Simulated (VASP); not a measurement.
C: single point with PBEsol

Crystal: C.

```
C
1.0
     1.18174    0.68228    7.93710
    -1.18174    0.68228    7.93710
     0.00000   -1.36456    7.93710
C
4
Direct
  0.91283 0.91283 0.91283
  0.24615 0.24615 0.24615
  0.75385 0.75385 0.75385
  0.08717 0.08717 0.08717
```

```json
{
 "Program": "VASP 6.6.1",
 "Task": "single point",
 "Functional": "PBEsol",
 "Potentials or basis": "VASP PAW PBE potentials, release 64 (C)",
 "Cutoff": "520 eV",
 "k mesh": "11 × 11 × 11",
 "Occupations": "fermi-dirac, width 0.1 eV",
 "Spin": "no spin polarisation"
}
```

```yaml
Pressure: 34.0 GPa
Largest_force: 0.014 eV/Å
Band_gap_on_the_k_mesh: 1.31 eV, indirect (least direct gap 1.33 eV)
```

Forces on the atoms (eV/Å):
```
C    0.000  0.000  0.006
C    0.000  0.000  0.014
C    0.000  0.000 -0.014
C    0.000  0.000 -0.006
```

Stress tensor (GPa, compression positive):
```
50.94  0.00  0.00
 0.00 50.94  0.00
 0.00  0.00  0.00
```

Levels at points of the mesh, in eV from the valence-band top:
| k point | band 5 | band 6 | band 7 | band 8 | band 9 | band 10 | band 11 | band 12 |
| --- | --- | --- | --- | --- | --- | --- | --- | --- |
| (0.00, 0.00, 0.00) | -2.26 | -2.26 | -2.25 | -2.25 | 3.42 | 7.52 | 9.82 | 9.82 |

Run time: 4.5 min on 1 thread of Intel(R) Xeon(R) 6975P-C (Granite Rapids), with other jobs on the host, peak memory 0.47 GiB.

Caveat: the PAW data sets were made with another functional, which shifts forces and pressure a little. PBEsol gaps usually lie below the measured ones, often by a third to a half.
